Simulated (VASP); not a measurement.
A run of VASP 6.6.1 is set up as follows.

File INCAR:

```
SYSTEM = Ag
PREC     = Accurate       ! precision mode
ENCUT    = 600            ! plane-wave cutoff, eV
EDIFF    = 1E-6           ! SCF threshold, eV
ISMEAR   = -1             ! smearing method
SIGMA    = 0.05           ! smearing width, eV
LREAL    = .FALSE.        ! projectors in reciprocal space
LASPH    = .TRUE.         ! aspherical terms in the spheres
NELM     = 60             ! most SCF steps
ALGO     = Normal         ! electronic algorithm
ISIF     = 8              ! what is computed and relaxed
LWAVE    = .FALSE.        ! write WAVECAR
LCHARG   = .FALSE.        ! write CHGCAR
IBRION   = 2              ! ionic algorithm
NSW      = 60             ! ionic steps
EDIFFG   = -0.02          ! ionic threshold
```

The input KPOINTS:

```
regular mesh
0
G
  9 9 5
  0 0 0
```

Contents of POSCAR:

```
Ag
1.0
    2.9300000000      0.0000000000      0.0000000000
   -1.4650000000      2.5374544300      0.0000000000
    0.0000000000      0.0000000000      4.7900000000
Ag
2
Direct
    0.3333333333      0.6666666667      0.2500000000
    0.6666666667      0.3333333333      0.7500000000
```

Potentials or basis: VASP PAW LDA potentials, release 64 (Ag).

Command:

```bash
$ cat potpaw_LDA.64/Ag/POTCAR > POTCAR
$ mpirun -np 1 vasp_std > vasp.out
```

Q: Predict the relaxed cell.

A: a = 2.830 Å, b = 2.830 Å, c = 4.626 Å, α = 90.00°, β = 90.00°, γ = 120.00°.

Q: Estimate the space group after relaxing (to 0.05 Å).

A: P6_3/mmc (No. 194).

Final structure:
```xyz
2
Lattice="2.8298 0.0000 0.0000 -1.4149 2.4507 0.0000 0.0000 0.0000 4.6262" Properties=species:S:1:pos:R:3 pbc="T T T"
Ag    0.0000    1.6338    1.1565
Ag    1.4149    0.8169    3.4696
```

LDA usually gives volumes a few per cent too small. Zero-point motion and thermal expansion aren't in these numbers.
